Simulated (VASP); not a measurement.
# Sb in VASP: single point with PBEsol+D4

Aim: the single point of Sb with PBEsol+D4.

Everything below comes from runs of VASP 6.6.1. Logs are shortened: lines on timing, memory, paths and dates and some standing lists are left out, and cuts for length are marked.

### 1 The cell of the first run

The cell holds a slab with vacuum, 6 atoms: a = 6.833 Å, b = 6.833 Å, c = 23.330 Å, α = 90.00°, β = 90.00°, γ = 120.00°.

### 2 Single point, PBEsol+D4

File INCAR:

```
SYSTEM = Sb
PREC = Accurate ; ENCUT = 400
EDIFF = 1E-6 ; ISMEAR = 0
SIGMA = 0.04 ; LREAL = .FALSE.
LASPH = .TRUE. ; NELM = 120
ALGO = Normal ; ISIF = 2
LWAVE = .FALSE. ; LCHARG = .FALSE.
LDIPOL = .TRUE. ; IDIPOL = 3
DIPOL = 0.5 0.5 0.653 ; GGA = PS
IVDW = 13 ; NBANDS = 24
GGA_COMPAT = .FALSE. ; NELMDL = -8
```

File KPOINTS:

```
regular mesh
0
G
  6 6 1
  0 0 0
```

File POSCAR:

```
Sb
1.0
    6.8327056502      0.0000000000      0.0000000000
   -3.4163528251      5.9172966697      0.0000000000
    0.0000000000      0.0000000000     23.3300000000
Sb
6
Direct
    0.5000000000      0.3333330000      0.6173745849
    0.1588234008      0.6605746198      0.6171795390
    0.8256679343      0.9911301076      0.6170618844
    0.1633974173     -0.0023719412      0.6881386304
    0.8289414704      0.3257365841      0.6890996177
    0.4920766230      0.6616005115      0.6893047487
```

Potentials or basis: VASP PAW PBE potentials, release 64 (Sb).

Command:

```sh
> cat potpaw_PBE.64/Sb/POTCAR > POTCAR
> mpirun -np 1 vasp_std > vasp.out
```

OUTCAR:

```text
SYSTEM = Sb
   PREC = Accurate
   ENCUT = 400
   EDIFF = 1E-6
   ISMEAR = 0
   LREAL = .FALSE.
   LASPH = .TRUE.
   NELM = 120
   ISIF = 2
   GGA = PS
   IVDW = 13
   NELMDL = -8

 ion  position               nearest neighbor table
   1  0.500  0.333  0.617-   5 2.82   6 2.82   4 2.83
   2  0.159  0.661  0.617-   5 2.82   4 2.82   6 2.83
   3  0.826  0.991  0.617-   6 2.82   4 2.82   5 2.83
   4  0.163  0.998  0.688-   2 2.82   3 2.82   1 2.83
   5  0.829  0.326  0.689-   1 2.82   2 2.82   3 2.83
   6  0.492  0.662  0.689-   1 2.82   3 2.82   2 2.83

  LATTYP: Found a hexagonal cell.
 ALAT       =     6.8327056502
 C/A-ratio  =     3.4144599803

  Lattice vectors:

 A1 = (   6.8327056502,   0.0000000000,   0.0000000000)
 A2 = (  -3.4163528251,   5.9172966697,   0.0000000000)
 A3 = (   0.0000000000,   0.0000000000,  23.3300000000)

Analysis of symmetry for initial positions (statically):
=====================================================================
 Subroutine PRICEL returns:
 Original cell was already a primitive cell.

 Routine SETGRP: Setting up the symmetry group for a
 hexagonal supercell.

 Subroutine GETGRP returns: Found  1 space group operations
 (whereof  1 operations were pure point group operations)
 out of a pool of 24 trial point group operations.

The static configuration has the point symmetry C_1 .

Analysis of symmetry for dynamics (positions and initial velocities):
=====================================================================
 Subroutine PRICEL returns:
 Original cell was already a primitive cell.

 Routine SETGRP: Setting up the symmetry group for a
 hexagonal supercell.

 Subroutine GETGRP returns: Found  1 space group operations
 (whereof  1 operations were pure point group operations)
 out of a pool of 24 trial point group operations.

The dynamic configuration has the point symmetry C_1 .

 Subroutine INISYM returns: Found  1 space group operations
 (whereof  1 operations are pure point group operations),
 and found     1 'primitive' translations

----------------------------------------------------------------------------------------

                                     Primitive cell

  volume of cell :     943.2586

  direct lattice vectors                    reciprocal lattice vectors
     6.832705650  0.000000000  0.000000000     0.146354907  0.084498045  0.000000000
    -3.416352825  5.917296670  0.000000000     0.000000000  0.168996090  0.000000000
     0.000000000  0.000000000 23.330000000     0.000000000  0.000000000  0.042863266

  length of vectors
     6.832705650  6.832705650 23.330000000     0.168996090  0.168996090  0.042863266

  position of ions in fractional coordinates (direct lattice)
     0.500000000  0.333333000  0.617374585
     0.158823401  0.660574620  0.617179539
     0.825667934  0.991130108  0.617061884
     0.163397417  0.997628059  0.688138630
     0.828941470  0.325736584  0.689099618
     0.492076623  0.661600511  0.689304749

  ion indices of the primitive-cell ions
   primitive index   ion index
                 1           1
                 2           2
                 3           3
                 4           4
                 5           5
                 6           6

----------------------------------------------------------------------------------------

 KPOINTS: regular mesh

Automatic generation of k-mesh.
 Grid dimensions read from file:
 generate k-points for:    6    6    1

 Generating k-lattice:

  Cartesian coordinates                     Fractional coordinates (reciprocal lattice)
     0.024392485  0.014083007  0.000000000     0.166666667 -0.000000000  0.000000000
     0.000000000  0.028166015  0.000000000     0.000000000  0.166666667  0.000000000
     0.000000000  0.000000000  0.042863266     0.000000000  0.000000000  1.000000000

  Length of vectors
     0.028166015  0.028166015  0.042863266

  Shift w.r.t. Gamma in fractional coordinates (k-lattice)
     0.000000000  0.000000000  0.000000000

 Subroutine IBZKPT returns following result:
 ===========================================

 Found     20 irreducible k-points:

 Following reciprocal coordinates:
            Coordinates               Weight
  0.000000  0.000000  0.000000      1.000000
  0.166667  0.000000  0.000000      2.000000
  0.000000  0.166667  0.000000      2.000000
 -0.166667  0.166667  0.000000      2.000000
  0.333333  0.000000  0.000000      2.000000
  0.000000  0.333333  0.000000      2.000000
[... 12 lines left out ...]
  0.500000 -0.166667  0.000000      2.000000
  0.333333  0.333333  0.000000      2.000000
   k-points           NKPTS =     20   k-points in BZ     NKDIM =     20   number of bands    NBANDS=     24
   number of dos      NEDOS =    301   number of ions     NIONS =      6
   total plane-waves  NPLWV = 368640
   dimension x,y,z NGX =    48 NGY =   48 NGZ =  160
   dimension x,y,z NGXF=    96 NGYF=   96 NGZF=  320
   ions per type =               6
   NGX,Y,Z   is equivalent  to a cutoff of  11.68, 11.68, 11.40 a.u.
   NGXF,Y,Z  is equivalent  to a cutoff of  23.36, 23.36, 22.80 a.u.
 SYSTEM =  Sb
   PREC   = accura    normal or accurate (medium, high low for compatibility)
   ISTART =      0    job   : 0-new  1-cont  2-samecut
   ICHARG =      2    charge: 1-file 2-atom 10-const
   ISPIN  =      1    spin polarized calculation?
   LNONCOLLINEAR =      F non collinear calculations
   LSORBIT =      F    spin-orbit coupling
   LASPH  =      T    aspherical Exc in radial PAW
   ENCUT  =  400.0 eV  29.40 Ry    5.42 a.u.  11.14 11.14 38.05*2*pi/ulx,y,z
   NELM   =    120;   NELMIN=  2; NELMDL= -8     # of ELM steps
   EDIFF  = 0.1E-05   stopping-criterion for ELM
   LREAL  =      F    real-space projection
   EDIFFG = 0.1E-04   stopping-criterion for IOM
   NSW    =      0    number of steps for IOM
   IBRION =     -1    ionic relax: 0-MD 1-quasi-New 2-CG
   NFREE  =      0    steps in history (QN), initial steepest desc. (CG)
   ISIF   =      2    stress and relaxation
   ISYM   =      2    0-nonsym 1-usesym 2-fastsym
   POTIM  = 0.5000    time-step for ionic-motion
   TEBEG  =    0.0;   TEEND  =   0.0 temperature during run
   PSTRESS=    0.0 pullay stress
   NELECT =      30.0000    total number of electrons
   NUPDOWN=      -1.0000    fix difference up-down
   EMIN   =  10.00;   EMAX   =-10.00  energy-range for DOS
   EFERMI =   0.00;   METHOD = LEGACY
   ISMEAR =     0;   SIGMA  =   0.04  broadening in eV -4-tet -1-fermi 0-gaus
   EFERMI_NEDOS =   21; number of points for ismear=-14 and -15
   IALGO  =     38    algorithm
   IMIX   =      4    mixing-type and parameters
     AMIX     =   0.40;   BMIX     =  1.00
     AMIX_MAG =   1.60;   BMIX_MAG =  1.00
  volume/ion in A,a.u.               =     157.21      1060.90
  Fermi-wavevector in a.u.,A,eV,Ry     =   0.518687  0.980175  3.660453  0.269036
  Thomas-Fermi vector in A             =   1.535700
   LORBIT       =      0    0 simple, 1 ext, 2 COOP (PROOUT), +10 PAW based schemes
   GGA     = PS    functional components
   LHFCALC =     F    Hartree Fock is set to
   AEXX    =    0.0000 exact exchange contribution
   IVDW    =    13    specifies the selected vdW correction
   LEPSILON=     F    determine dielectric tensor
   LRPA    =     F    only Hartree local field effects (RPA)
 non-spin polarized calculation
 Gauss-broadening in eV      SIGMA  =   0.04
  energy-cutoff  :      400.00
  volume of cell :      943.26
 maximum number of plane-waves:     17151
 NGX is ok and might be reduce to    48
   NGX = 23   NGY = 23   NGZ = 77

 dipolmoment           0.000000      0.000000     -0.000003 electrons x Angstroem

 number of electron      30.0000000 magnetization

 dipolmoment           0.000000      0.000000      0.000032 electrons x Angstroem

 Free energy of the ion-electron system (eV)
  ---------------------------------------------------
  ext. energy  EPLUGINS =         0.00000000
  ---------------------------------------------------
  free energy    TOTEN  =       -26.13352847 eV

  energy without entropy =      -26.13352847  energy(sigma->0) =      -26.13352847

 E-fermi :  -2.0857     XC(G=0):  -2.4104

 val. band max:       -2.3019834156   @ k =   0.0000   0.0000   0.0000
 cond. band min:      -1.4675513715   @ k =   0.3333   0.3333   0.0000
 fundamental gap:      0.8344320441
 Fermi energy:        -2.0857155095

 k-point     1 :       0.0000    0.0000    0.0000
  band No.  band energies     occupation
      1     -14.4733      2.00000
      2     -11.2570      2.00000
      3     -11.2519      2.00000
      4     -11.2388      2.00000
      5     -11.2333      2.00000
      6      -9.1988      2.00000
[... 16 lines left out ...]
     23       0.9747      0.00000
     24       1.0004      0.00000

 k-point     2 :       0.1667    0.0000    0.0000
  band No.  band energies     occupation
      1     -14.3616      2.00000
      2     -11.9866      2.00000
      3     -11.7906      2.00000
      4     -10.7691      2.00000
      5     -10.5386      2.00000
      6      -9.1620      2.00000
[... 16 lines left out ...]
     23       0.9513      0.00000
     24       1.4001      0.00000

 k-point     3 :       0.0000    0.1667    0.0000
  band No.  band energies     occupation
      1     -14.3616      2.00000
      2     -11.9866      2.00000
      3     -11.7906      2.00000
      4     -10.7692      2.00000
      5     -10.5386      2.00000
      6      -9.1619      2.00000
[... 16 lines left out ...]
     23       0.9510      0.00000
     24       1.4002      0.00000

 k-point     4 :      -0.1667    0.1667    0.0000
  band No.  band energies     occupation
      1     -14.3616      2.00000
      2     -11.9866      2.00000
      3     -11.7908      2.00000
      4     -10.7685      2.00000
      5     -10.5390      2.00000
      6      -9.1621      2.00000
[... 16 lines left out ...]
     23       0.9541      0.00000
     24       1.3994      0.00000

 k-point     5 :       0.3333    0.0000    0.0000
  band No.  band energies     occupation
      1     -14.0308      2.00000
      2     -12.7883      2.00000
      3     -12.1292      2.00000
      4     -10.5891      2.00000
      5      -9.7910      2.00000
      6      -9.1122      2.00000
[... 16 lines left out ...]
     23       1.3770      0.00000
     24       1.5842      0.00000

 k-point     6 :       0.0000    0.3333    0.0000
  band No.  band energies     occupation
      1     -14.0308      2.00000
      2     -12.7883      2.00000
      3     -12.1292      2.00000
      4     -10.5891      2.00000
      5      -9.7910      2.00000
      6      -9.1122      2.00000
[... 16 lines left out ...]
     23       1.3768      0.00000
     24       1.5843      0.00000
[... 271 lines left out ...]
 k-point    17 :      -0.3333    0.5000    0.0000
  band No.  band energies     occupation
      1     -13.7077      2.00000
      2     -13.0899      2.00000
      3     -12.5673      2.00000
      4     -10.1692      2.00000
      5      -9.5776      2.00000
      6      -9.1770      2.00000
[... 16 lines left out ...]
     23       1.0055      0.00000
     24       1.1491      0.00000

 k-point    18 :       0.1667    0.3333    0.0000
  band No.  band energies     occupation
      1     -13.7078      2.00000
      2     -13.0897      2.00000
      3     -12.5673      2.00000
      4     -10.1702      2.00000
      5      -9.5772      2.00000
      6      -9.1763      2.00000
[... 16 lines left out ...]
     23       0.9901      0.00000
     24       1.1503      0.00000

 k-point    19 :       0.5000   -0.1667    0.0000
  band No.  band energies     occupation
      1     -13.7078      2.00000
      2     -13.0898      2.00000
      3     -12.5672      2.00000
      4     -10.1702      2.00000
      5      -9.5765      2.00000
      6      -9.1771      2.00000
[... 16 lines left out ...]
     23       1.0006      0.00000
     24       1.1466      0.00000

 k-point    20 :       0.3333    0.3333    0.0000
  band No.  band energies     occupation
      1     -13.2059      2.00000
      2     -13.1974      2.00000
      3     -13.1808      2.00000
      4      -9.5385      2.00000
      5      -9.5326      2.00000
      6      -9.5235      2.00000
[... 16 lines left out ...]
     23       1.2006      0.00000
     24       1.2059      0.00000

------------------------ aborting loop because EDIFF is reached ----------------------------------------

 vacuum level on the upper side and lower side of the slab       (xc-potential included)        -0.004        -0.005

  DFT-D4 for vdW energy calculation

  Edisp (eV):   -0.83358

  FORCE on cell =-STRESS in cart. coord.  units (eV):
  Direction    XX          YY          ZZ          XY          YZ          ZX
  --------------------------------------------------------------------------------------
  -------------------------------------------------------------------------------------
  Total       2.19196     2.19033     0.54378    -0.00153     0.00266     0.00158
  in kB       3.72317     3.72039     0.92364    -0.00260     0.00453     0.00269
  external pressure =        2.79 kB  Pullay stress =        0.00 kB

 VOLUME and BASIS-vectors are now :
 -----------------------------------------------------------------------------
  energy-cutoff  :      400.00
  volume of cell :      943.26
      direct lattice vectors                 reciprocal lattice vectors
     6.832705650  0.000000000  0.000000000     0.146354907  0.084498045  0.000000000
    -3.416352825  5.917296670  0.000000000     0.000000000  0.168996090  0.000000000
     0.000000000  0.000000000 23.330000000     0.000000000  0.000000000  0.042863266

 POSITION                                       TOTAL-FORCE (eV/Angst)
 -----------------------------------------------------------------------------------
      2.27757      1.97243     14.40335        -0.042459     -0.062238     -0.116818
     -1.17156      3.90882     14.39880         0.063110     -0.001658     -0.110792
      2.25550      5.86481     14.39605        -0.021567      0.062321     -0.107878
     -2.29180      5.90326     16.05427        -0.002958     -0.018265      0.121211
      4.55108      1.92748     16.07669        -0.013963      0.012645      0.108737
      1.10195      3.91489     16.08148         0.017837      0.007194      0.105540
 -----------------------------------------------------------------------------------
    total drift:                                0.000043      0.000080     -0.000025

  FREE ENERGIE OF THE ION-ELECTRON SYSTEM (eV)
  ---------------------------------------------------
  free  energy   TOTEN  =       -26.9671117421 eV

  energy  without entropy=      -26.9671117421  energy(sigma->0) =      -26.96711174

 vacuum level on the upper side and lower side of the slab         2.163         2.163
```

Wall time 14 min (1 thread of AMD EPYC 9755, shared host); peak memory 0.78 GiB.

What came out:

```yaml
Free_energy: -26.9671 eV
Largest_force: 0.139 eV/Å
Band_gap_on_the_k_mesh: 0.83 eV
Dispersion_energy_per_atom: -0.139 eV
```

Forces on the atoms (eV/Å):
```
Sb  -0.042 -0.062 -0.117
Sb   0.063 -0.002 -0.111
Sb  -0.022  0.062 -0.108
Sb  -0.003 -0.018  0.121
Sb  -0.014  0.013  0.109
Sb   0.018  0.007  0.106
```

Levels at points of the mesh, in eV from the valence-band top:
```csv
k point,band 13,band 14,band 15,band 16,band 17,band 18
"(0.00, 0.00, 0.00)",-1.29,0.00,0.00,0.84,0.85,1.79
"(0.50, 0.00, 0.00)",-1.83,-1.01,-0.98,1.36,1.87,1.88
"(0.00, 0.50, 0.00)",-1.83,-1.01,-0.98,1.36,1.87,1.88
"(0.50, 0.50, 0.00)",-1.83,-1.02,-0.98,1.36,1.87,1.88
```

Caveat: the PAW data sets were made with another functional, which shifts forces and pressure a little; spin-orbit coupling is left out, which moves the levels of the heavy elements.
